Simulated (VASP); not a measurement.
Set up this calculation in VASP 6.6.1, as the native input.

| Property | Result |
| --- | --- |
| Task | single point |
| Functional | PBEsol |
| Potentials or basis | VASP PAW PBE potentials, release 64 (Al, Cu) |
| Cutoff | 520 eV |
| k mesh | 12 × 12 × 12 |
| Occupations | gaussian, width 0.1 eV |
| Spin | no spin polarisation |
| Dipole correction | no |
| Further INCAR settings | ALGO = Fast; EDIFF = 1e-06; NBANDS = 26 |

The structure of AlCu3 lies in POSCAR:

```
AlCu3
1.0
    0.0000000000      2.8246076142      2.8246076142
    2.8246076142      0.0000000000      2.8246076142
    2.8246076142      2.8246076142      0.0000000000
Al Cu
1 3
Direct
    0.0000000000      0.0000000000      0.0000000000
    0.5000000000      0.5000000000      0.5000000000
    0.2500000000      0.2500000000      0.2500000000
    0.7500000000      0.7500000000      0.7500000000
```

One way to write it, as run:

INCAR

```
SYSTEM = AlCu3
ALGO     = Fast           ! electronic algorithm
EDIFF    = 1E-6           ! SCF threshold, eV
ENCUT    = 520            ! plane-wave cutoff, eV
GGA      = PS             ! functional
ISIF     = 2              ! what is computed and relaxed
ISMEAR   = 0              ! smearing method
LASPH    = .TRUE.         ! aspherical terms in the spheres
LCHARG   = .FALSE.        ! write CHGCAR
LREAL    = .FALSE.        ! projectors in reciprocal space
LWAVE    = .FALSE.        ! write WAVECAR
NBANDS   = 26             ! bands
NELM     = 60             ! most SCF steps
PREC     = Accurate       ! precision mode
SIGMA    = 0.1            ! smearing width, eV
```

KPOINTS

```
k-points
0
G
  12 12 12
  0 0 0
```

Potentials or basis: VASP PAW PBE potentials, release 64 (Al, Cu).

The run is started by

```bash
$ cat potpaw_PBE.64/Al/POTCAR potpaw_PBE.64/Cu/POTCAR > POTCAR
$ mpirun -np 1 vasp_std > vasp.out
```

Results of the run:

```
Pressure               : 11.3 GPa
Band gap on the k mesh : zero (bands 18 and 19 overlap by 6.02 eV)
```

Caveat: the cell stands under pressure; the PAW data sets were made with another functional, which shifts forces and pressure a little.

Run time: 88 s on 1 thread of Intel(R) Xeon(R) Platinum 8488C (Sapphire Rapids), on a shared host, peak memory 0.2 GiB.
